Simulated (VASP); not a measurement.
Runs of VASP 6.6.1 on Zn. The structure is that of space group P6_3/mmc (No. 194), or close to it. The cells are those of the table. 

```tsv
cell	further INCAR settings	gap on the mesh (eV)	pressure (GPa)
a = 2.701, b = 2.701, c = 4.814 Å, angles 90.0, 90.0, 120.0°, 2 atoms	ALGO = Fast; EDIFF = 1e-07; NBANDS = 19	none	(a)
a = 2.871, b = 2.871, c = 4.263 Å, angles 90.0, 90.0, 120.0°, 2 atoms	ALGO = Fast; EDIFF = 1e-06; NBANDS = 19	none	(b)
a = 2.581, b = 2.581, c = 5.271 Å, angles 90.0, 90.0, 120.0°, 2 atoms	ALGO = Fast; EDIFF = 1e-06; NBANDS = 19	none	3.3
a = 2.622, b = 2.622, c = 5.110 Å, angles 90.0, 90.0, 120.0°, 2 atoms	ALGO = Fast; EDIFF = 1e-06; NBANDS = 19	none	1.7
a = 2.740, b = 2.740, c = 4.679 Å, angles 90.0, 90.0, 120.0°, 2 atoms	ALGO = Fast; EDIFF = 1e-07; NBANDS = 19	none	-0.8
a = 2.813, b = 2.813, c = 4.439 Å, angles 90.0, 90.0, 120.0°, 2 atoms	ALGO = Fast; EDIFF = 1e-06; NBANDS = 19	none	-1.1
a = 2.508, b = 2.508, c = 5.586 Å, angles 90.0, 90.0, 120.0°, 2 atoms	ALGO = Fast; EDIFF = 1e-06; NBANDS = 19	none	7.3
```

Alike in all rows: task single point; level PBE; potentials or basis VASP PAW PBE potentials, release 64 (Zn); no spin polarisation; k mesh 24 × 24 × 12; cutoff (eV) 520; smearing gaussian 0.15 eV.

Fill in the values left out.

(a) -0.5; (b) -0.7.

Caveats: the cell stands under pressure (at least some runs); the stress differs along the axes, from -0 to 11 GPa (at least some runs).

A gap of «none» marks levels without a gap at the run's occupations.
